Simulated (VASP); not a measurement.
**HfSiO4: single point with PBE**

HfSiO4:

```
CELL_PARAMETERS angstrom
-3.32275 3.32275 3.00722
3.32275 -3.32275 3.00722
3.32275 3.32275 -3.00722
ATOMIC_POSITIONS crystal
Hf 0.75000 0.25000 0.50000
Hf 0.00000 0.00000 0.00000
Si 0.25000 0.75000 0.50000
Si 0.50000 0.50000 0.00000
O 0.13474 0.31893 0.81581
O 0.06893 0.75313 0.68419
O 0.50313 0.31893 0.18419
O 0.06893 0.38474 0.31581
O 0.61526 0.93107 0.68419
O 0.68107 0.86526 0.18419
O 0.24687 0.93107 0.31581
O 0.68107 0.49687 0.81581
```

| Quantity | Value |
| --- | --- |
| Program | VASP 6.6.1 |
| Task | single point |
| Functional | PBE |
| Potentials or basis | VASP PAW PBE potentials, release 64 (Hf_pv, Si, O) |
| Cutoff | 520 eV |
| k mesh | 6 × 6 × 6 |
| Occupations | gaussian, width 0.01 eV |
| Spin | no spin polarisation |

```
Pressure               : -1.6 GPa
Largest force          : 0.185 eV/Å
Band gap on the k mesh : 5.27 eV, indirect (least direct gap 5.60 eV)
```

Forces on the atoms (eV/Å):
```
Hf   0.000  0.000  0.000
Hf   0.000  0.000  0.000
Si   0.000  0.000  0.000
Si   0.000  0.000  0.000
O    0.000 -0.128 -0.134
O    0.128  0.000 -0.134
O    0.000  0.128 -0.134
O   -0.128  0.000 -0.134
O    0.000  0.128  0.134
O    0.128  0.000  0.134
O    0.000 -0.128  0.134
O   -0.128  0.000  0.134
```

Stress tensor (GPa, compression positive):
```
-1.71  0.00  0.00
 0.00 -1.71  0.00
 0.00  0.00 -1.38
```

Levels at points of the mesh, in eV from the valence-band top:
```
           k point  band 35  band 36  band 37  band 38  band 39  band 40  band 41  band 42
(0.00, 0.00, 0.00)    -0.60    -0.60    -0.53     0.00     5.60     5.91     5.96     6.04
(0.50, 0.00, 0.00)    -0.95    -0.80    -0.24    -0.22     5.50     5.66     6.39     6.54
(0.50, 0.50, 0.00)    -0.89    -0.89    -0.58    -0.58     5.28     5.28     6.35     6.35
(0.50, 0.50, 0.50)    -1.07    -1.07    -0.89    -0.89     6.06     6.06     6.38     6.38
```

Wall time 3 min on 1 thread of Intel(R) Xeon(R) Platinum 8375C CPU @ 2.90GHz (Ice Lake), with other jobs on the host, peak memory 0.35 GiB.

Caveat: spin-orbit coupling is left out, which moves the levels of the heavy elements. A k mesh can miss the band edges.
